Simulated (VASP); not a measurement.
Here is a VASP 6.6.1 calculation.

File POSCAR:

```
C
1.0
   -1.2399657142      1.2399657142      1.2399657142
    1.2399657142     -1.2399657142      1.2399657142
    1.2399657142      1.2399657142     -1.2399657142
C
1
Direct
    0.0000000000      0.0000000000      0.0000000000
```

INCAR.step1

```
  PREC = Accurate
  ENCUT = 520
  ISMEAR = -1
  SIGMA = 0.1
  LREAL = False
  LASPH = True
  NELM = 60
  NBANDS = 8
  GGA = PE
  ALGO = Normal
  EDIFF = 1E-4
  LWAVE = True
  LCHARG = False
```

Contents of INCAR.step2:

```
  PREC = Accurate
  ENCUT = 520
  EDIFF = 1E-6
  ISMEAR = -1
  SIGMA = 0.1
  LREAL = False
  LASPH = True
  NELM = 60
  ALGO = Normal
  ISIF = 2
  LWAVE = False
  LCHARG = False
  METAGGA = R2SCAN
  LMIXTAU = True
  NBANDS = 8
  ISTART = 1
```

KPOINTS

```
regular mesh
0
Gamma
  21 21 21
```

Potentials or basis: VASP PAW PBE potentials, release 64 (C).

Launch:

```bash
$ cat potpaw_PBE.64/C/POTCAR > POTCAR
$ cp INCAR.step1 INCAR
$ mpirun -np 1 vasp_std > vasp.out
$ cp INCAR.step2 INCAR
$ mpirun -np 1 vasp_std > vasp.out
```

Task: What does it give for the band gap on the k mesh?

Result: Zero (band 2 reaches 15.35 eV, above the bottom of band 3 at 2.37 eV).

Task: What does it give for the pressure?

Result: -15.8 GPa.

Caveat: the PAW data sets were made with another functional, which shifts forces and pressure a little.
